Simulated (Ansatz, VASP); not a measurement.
## PtSe2 in VASP and in Ansatz

INCAR

```
SYSTEM = PtSe2
PREC = Accurate
ENCUT = 600
EDIFF = 1E-7
ISMEAR = 0
SIGMA = 0.1
LREAL = .FALSE.
LASPH = .TRUE.
NELM = 80
ALGO = Normal
ISIF = 3
LWAVE = .FALSE.
LCHARG = .FALSE.
GGA = PE
IBRION = 2
NSW = 80
EDIFFG = -0.025
```

File KPOINTS:

```
regular mesh
0
G
  6 6 1
  0 0 0
```

Contents of POSCAR:

```
PtSe2
1.0
    3.7141569855      0.0426244250     -0.0077893257
   -1.8201646579      3.2224436620      0.0284647542
   -0.0270507580      0.0985271027     13.1570390687
Pt Se
2 4
Direct
    0.0485199527      0.0042823139      0.0001086038
    0.0352641686      0.0209914305      0.4965500067
    0.2424648906      0.6687600236      0.1027694605
    0.3224125500      0.6702241163      0.6007400421
    0.6928526887      0.3175680839      0.4037930124
    0.6584857495      0.3181740317      0.8960388744
```

Input for Ansatz:

```yaml
crystal:
  lattice:
    - [3.7141569855, 0.042624425, -0.0077893257]
    - [-1.8201646579, 3.222443662, 0.0284647542]
    - [-0.027050758, 0.0985271027, 13.1570390687]
  atoms:
    - { symbol: Pt, position: [0.0485199527, 0.0042823139, 0.0001086038] }
    - { symbol: Pt, position: [0.0352641686, 0.0209914305, 0.4965500067] }
    - { symbol: Se, position: [0.2424648906, 0.6687600236, 0.1027694605] }
    - { symbol: Se, position: [0.32241255, 0.6702241163, 0.6007400421] }
    - { symbol: Se, position: [0.6928526887, 0.3175680839, 0.4037930124] }
    - { symbol: Se, position: [0.6584857495, 0.3181740317, 0.8960388744] }
basis:
  ecutwfc: 420
kpoints:
  mp_grid: { grid: [6, 6, 1] }
hamiltonian:
  xc: pbe
scf:
  occupations: { method: gaussian, width: 0.1 }
  lower_state_search: "off"
output:
  forces: true
  stress: true
  eigenvalues: true
relax:
  adjacent_minimum: "off"
  f_tol: 0.025
  max_steps: 60
  cell: { stress_tol: 0.25 }
```

Change from the starting cell: cell x2, atoms moved at random (sigma 0.1 Å) and cell strained at random (1.5 %), then relaxed without symmetry.

Alike in both runs: task relaxation of cell and atoms; functional PBE; k mesh 6 × 6 × 1; occupations gaussian, width 0.1 eV; no spin polarisation.

|  | VASP | Ansatz |
| --- | --- | --- |
| version | VASP 6.6.1 | Ansatz 0.2.0 |
| potentials or method | VASP PAW PBE potentials, release 64 (Pt, Se), cutoff 600 eV | scalar-relativistic, plane waves, PAW |
| valence electrons in the cell | 44 | 100 |

Ansatz gave:

| Property | Result |
| --- | --- |
| gap on the k mesh at the Fermi level, each at its own relaxed structure (eV) | 1.36 |
| relaxed volume (Å³/atom) | 26.78 |
| relaxed cell length with the largest relative difference (Å) | 13.184 |

Q: Estimate VASP's values.

A: gap on the k mesh at the Fermi level, each at its own relaxed structure (eV): 1.28; relaxed volume (Å³/atom): 26.40; relaxed cell length with the largest relative difference (Å): 13.020.

VASP's potentials hold 44 valence electrons a cell and Ansatz's 100, so a difference there can come from the potentials and not from the codes.

The k mesh is coarse, so the values compare programs but aren't converged. Spin-orbit coupling is off throughout.
